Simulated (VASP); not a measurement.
# FeSi2 (P4/mmm) in VASP: notebook, part 2 of 2

VASP 6.6.1. The steps go on from the part before.

## (4) Relaxation of shape and atoms at fixed volume, LDA (12.20 Å³/atom)

This run uses another cell than the first one, of 12.20 Å³/atom.

File INCAR:

```
SYSTEM = FeSi2
PREC = Accurate ; ENCUT = 600
EDIFF = 1E-7 ; ISMEAR = -1
SIGMA = 0.15 ; LREAL = .False.
LASPH = .True. ; NELM = 80
ALGO = Normal ; ISIF = 4
LWAVE = .False. ; LCHARG = .False.
IBRION = 2 ; NSW = 80
EDIFFG = -0.001
```

File KPOINTS:

```
regular mesh
0
Gamma
  16 16 8
  0 0 0
```

File POSCAR:

```
FeSi2
1.0
    2.6796891862      0.0000000000      0.0000000000
    0.0000000000      2.6796891862      0.0000000000
    0.0000000000      0.0000000000      5.0989848477
Fe Si
1 2
Direct
    0.0000000000      0.0000000000      0.0000000000
    0.5000000000      0.5000000000      0.2710623481
    0.5000000000      0.5000000000      0.7289376519
```

Potentials or basis: VASP PAW LDA potentials, release 64 (Fe, Si).

Launch:

```sh
cat potpaw_LDA.64/Fe/POTCAR potpaw_LDA.64/Si/POTCAR > POTCAR
mpirun -np 1 vasp_std > vasp.out
```

OUTCAR:

```text
SYSTEM = FeSi2
   PREC = Accurate
   ENCUT = 600
   EDIFF = 1E-7
   ISMEAR = -1
   LREAL = .False.
   LASPH = .True.
   NELM = 80
   ISIF = 4
   IBRION = 2
   NSW = 80
   EDIFFG = -0.001

 ion  position               nearest neighbor table
   1  0.000  0.000  0.000-   2 2.35   3 2.35   2 2.35   3 2.35   2 2.35   3 2.35   2 2.35   3 2.35

   2  0.500  0.500  0.271-   3 2.33   1 2.35   1 2.35   1 2.35   1 2.35   3 2.76
   3  0.500  0.500  0.729-   2 2.33   1 2.35   1 2.35   1 2.35   1 2.35   2 2.76

  LATTYP: Found a simple tetragonal cell.
 ALAT       =     2.6796891862
 C/A-ratio  =     1.9028269674

  Lattice vectors:

 A1 = (   2.6796891862,   0.0000000000,   0.0000000000)
 A2 = (   0.0000000000,   2.6796891862,   0.0000000000)
 A3 = (   0.0000000000,   0.0000000000,   5.0989848477)

Analysis of symmetry for initial positions (statically):
=====================================================================
 Subroutine PRICEL returns:
 Original cell was already a primitive cell.

 Routine SETGRP: Setting up the symmetry group for a
 simple tetragonal supercell.

 Subroutine GETGRP returns: Found 16 space group operations
 (whereof 16 operations were pure point group operations)
 out of a pool of 16 trial point group operations.

The static configuration has the point symmetry D_4h.

Analysis of symmetry for dynamics (positions and initial velocities):
[... 313 lines left out ...]
  ---------------------------------------------------
  ext. energy  EPLUGINS =         0.00000000
  ---------------------------------------------------
  free energy    TOTEN  =       -22.89441175 eV

  energy without entropy =      -22.80926263  energy(sigma->0) =      -22.85183719

 E-fermi :   9.9880     XC(G=0): -12.1633

 val. band max:        9.9802596219   @ k =   0.3750   0.2500   0.0000
 cond. band min:       9.9902641739   @ k =   0.5000   0.3750   0.1250
 fundamental gap:      0.0100045520
 Fermi energy:         9.9880283369

 k-point     1 :       0.0000    0.0000    0.0000
  band No.  band energies     occupation
      1      -3.9056      2.00000
      2       0.9383      2.00000
      3       2.0900      2.00000
      4       6.4061      2.00000
      5       8.4173      1.99994
      6       8.5168      1.99989
      7       8.5168      1.99989
      8       9.4068      1.95933
      9      14.5619      0.00000
     10      14.5619      0.00000
     11      16.7228      0.00000
     12      17.2555      0.00000
[... 331 lines left out ...]
 k-point    24 :       0.5000    0.1250    0.0000
  band No.  band energies     occupation
      1       0.3214      2.00000
      2       2.3971      2.00000
      3       3.3042      2.00000
      4       5.5245      2.00000
      5       6.1504      2.00000
      6       7.1299      2.00000
      7       8.0776      1.99999
      8       9.2773      1.98264
      9      10.1504      0.50607
     10      11.5641      0.00005
     11      12.4825      0.00000
     12      15.3540      0.00000

 [... further k-points ...]

------------------------ aborting loop because EDIFF is reached ----------------------------------------

  FORCE on cell =-STRESS in cart. coord.  units (eV):
  Direction    XX          YY          ZZ          XY          YZ          ZX
  --------------------------------------------------------------------------------------
  -------------------------------------------------------------------------------------
  Total       -0.7654131     -0.7654131     -0.7649456      0.0000000      0.0000000      0.0000000
  in kB      -33.4929910    -33.4929910    -33.4725302      0.0000000      0.0000000      0.0000000
  external PRESSURE =     -33.4861707 kB  Pullay stress =       0.0000000 kB
[... 18 lines left out ...]
  FREE ENERGIE OF THE ION-ELECTRON SYSTEM (eV)
  ---------------------------------------------------
  free  energy   TOTEN  =       -22.8944117496 eV

  energy  without entropy=      -22.8092626261  energy(sigma->0) =      -22.85183719

 reached required accuracy - stopping structural energy minimisation
```

Run time: 2.9 min. Hardware: 1 thread of Intel Xeon Platinum 8488C (Sapphire Rapids), shared host; peak memory 0.25 GiB.

Results:

| Item | Value |
| --- | --- |
| Free energy | -22.8944 eV |
| Energy gained by relaxing | 0.1 meV/atom |
| Ionic steps | 5 |
| Pressure after relaxing | -3.3 GPa |
| Band gap on the k mesh | zero (bands 8 and 9 overlap by 0.30 eV) |

Step by step:
```tsv
step	energy change (eV)	largest force (eV/Å)	pressure (GPa)	volume (Å³)
1	0.0000	0.0617	-3.52	36.61
2	-0.0003	0.0145	-3.33	36.61
3	-0.0003	0.0071	-3.35	36.61
4	-0.0003	0.0039	-3.34	36.61
5	-0.0003	0.0000	-3.35	36.61
```

Final structure:
```
Fe Si
1.0
     2.68203    0.00000    0.00000
     0.00000    2.68203    0.00000
     0.00000    0.00000    5.09008
Fe Si
1 2
Direct
  0.00000 0.00000 0.00000
  0.50000 0.50000 0.27057
  0.50000 0.50000 0.72943
```

Levels at points of the mesh, in eV from the Fermi level:
```tsv
k point	band 4	band 5	band 6	band 7	band 8	band 9	band 10	band 11	band 12
(0.00, 0.00, 0.00)	-3.58	-1.57	-1.47	-1.47	-0.58	4.57	4.57	6.73	7.27
(0.50, 0.00, 0.00)	-4.38	-3.67	-3.14	-2.05	-1.05	0.18	1.57	2.42	8.04
(0.50, 0.50, 0.00)	-4.37	-4.37	-3.21	-2.18	0.19	0.52	2.69	3.11	3.11
(0.00, 0.00, 0.50)	-3.56	-2.19	-1.52	-1.52	-0.58	2.65	5.72	5.72	6.48
(0.50, 0.00, 0.50)	-6.14	-3.09	-2.39	-2.04	-1.06	0.64	2.48	5.01	5.12
(0.50, 0.50, 0.50)	-4.50	-3.22	-3.22	-1.72	0.19	0.50	0.50	1.30	2.93
```

Caveat: the run has no spin polarisation, though such a crystal can be magnetic. Spin polarisation is off, so any magnetic state and its effect on volume and gap are missing.

## (5) Summary

```csv
task,cell,gap on the mesh (eV),pressure (GPa)
relaxation of shape and atoms at fixed volume,"relaxed from a = 2.644, b = 2.644, c = 5.031 Å, 3 atoms",none,4.8
relaxation of cell and atoms,"relaxed from a = 2.659, b = 2.659, c = 5.067 Å, 3 atoms",none,0.0
relaxation of shape and atoms at fixed volume,"relaxed from a = 2.680, b = 2.680, c = 5.099 Å, 3 atoms",none,-3.3
```

Alike in all rows: level LDA; potentials or basis VASP PAW LDA potentials, release 64 (Fe, Si); no spin polarisation; k mesh 16 × 16 × 8; cutoff (eV) 600; smearing fermi-dirac 0.15 eV.

Caveats: the run has no spin polarisation, though such a crystal can be magnetic.

Total energies depend on the potentials used, so only differences within one code and one set of settings carry meaning.
